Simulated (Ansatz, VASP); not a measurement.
**AgO2: VASP beside Ansatz**

File INCAR:

```
SYSTEM = AgO2
ALGO = Normal
EDIFF = 1E-6
EDIFFG = -0.08
ENCUT = 600
GGA = PE
IBRION = 2
ISIF = 3
ISMEAR = 0
LASPH = .TRUE.
LCHARG = .FALSE.
LREAL = .FALSE.
LWAVE = .FALSE.
NELM = 80
NSW = 36
PREC = Accurate
SIGMA = 0.2
```

Contents of KPOINTS:

```
k-points
0
G
  3 3 3
  0 0 0
```

POSCAR

```
AgO2
1.0
    5.2700000000      0.0000000000      0.0000000000
    0.0000000000      5.2700000000      0.0000000000
    0.0000000000      0.0000000000      5.2700000000
Ag O
4 8
Direct
    0.5000000000      0.5000000000      0.0000000000
    0.0000000000      0.5000000000      0.5000000000
    0.0000000000      0.0000000000      0.0000000000
    0.5000000000      0.0000000000      0.5000000000
    0.9270000000      0.0730000000      0.5730000000
    0.0730000000      0.9270000000      0.4270000000
    0.5730000000      0.5730000000      0.5730000000
    0.4270000000      0.4270000000      0.4270000000
    0.5730000000      0.9270000000      0.0730000000
    0.4270000000      0.0730000000      0.9270000000
    0.0730000000      0.5730000000      0.9270000000
    0.9270000000      0.4270000000      0.0730000000
```

Input for Ansatz:

```yaml
crystal:
  lattice:
    - [5.27, 0.0, 0.0]
    - [0.0, 5.27, 0.0]
    - [0.0, 0.0, 5.27]
  atoms:
    - { symbol: Ag, position: [0.5, 0.5, 0.0] }
    - { symbol: Ag, position: [0.0, 0.5, 0.5] }
    - { symbol: Ag, position: [0.0, 0.0, 0.0] }
    - { symbol: Ag, position: [0.5, 0.0, 0.5] }
    - { symbol: O, position: [0.927, 0.073, 0.573] }
    - { symbol: O, position: [0.073, 0.927, 0.427] }
    - { symbol: O, position: [0.573, 0.573, 0.573] }
    - { symbol: O, position: [0.427, 0.427, 0.427] }
    - { symbol: O, position: [0.573, 0.927, 0.073] }
    - { symbol: O, position: [0.427, 0.073, 0.927] }
    - { symbol: O, position: [0.073, 0.573, 0.927] }
    - { symbol: O, position: [0.927, 0.427, 0.073] }
basis:
  ecutwfc: 420
kpoints:
  mp_grid: { grid: [3, 3, 3] }
hamiltonian:
  xc: pbe
scf:
  occupations: { method: gaussian, width: 0.2 }
  lower_state_search: "off"
output:
  forces: true
  stress: true
  eigenvalues: true
relax:
  adjacent_minimum: "off"
  f_tol: 0.08
  max_steps: 16
  cell: { stress_tol: 0.8 }
```

Alike in both runs: task relaxation of cell and atoms; functional PBE; k mesh 3 × 3 × 3; occupations gaussian, width 0.2 eV; no spin polarisation.

|  | VASP | Ansatz |
| --- | --- | --- |
| version | VASP 6.6.1 | Ansatz 0.2.0 |
| potentials or method | VASP PAW PBE potentials, release 64 (Ag, O), cutoff 600 eV | scalar-relativistic, plane waves, PAW |
| valence electrons in the cell | 92 | 124 |

|  | VASP | Ansatz | Ansatz less VASP |
| --- | --- | --- | --- |
| gap on the k mesh at the Fermi level, each at its own relaxed structure (eV) | none | none | - |
| relaxed volume (Å³/atom) | 12.95 | 12.94 | -0.008 |
| relaxed cell length with the largest relative difference (Å) | 5.376 | 5.375 | -0.0011 |

A gap of «none» marks a metal or a gap that the smearing closes. VASP's potentials hold 92 valence electrons a cell and Ansatz's 124, so a difference there can come from the potentials and not from the codes.

The k mesh is coarse, so the values compare programs but aren't converged.
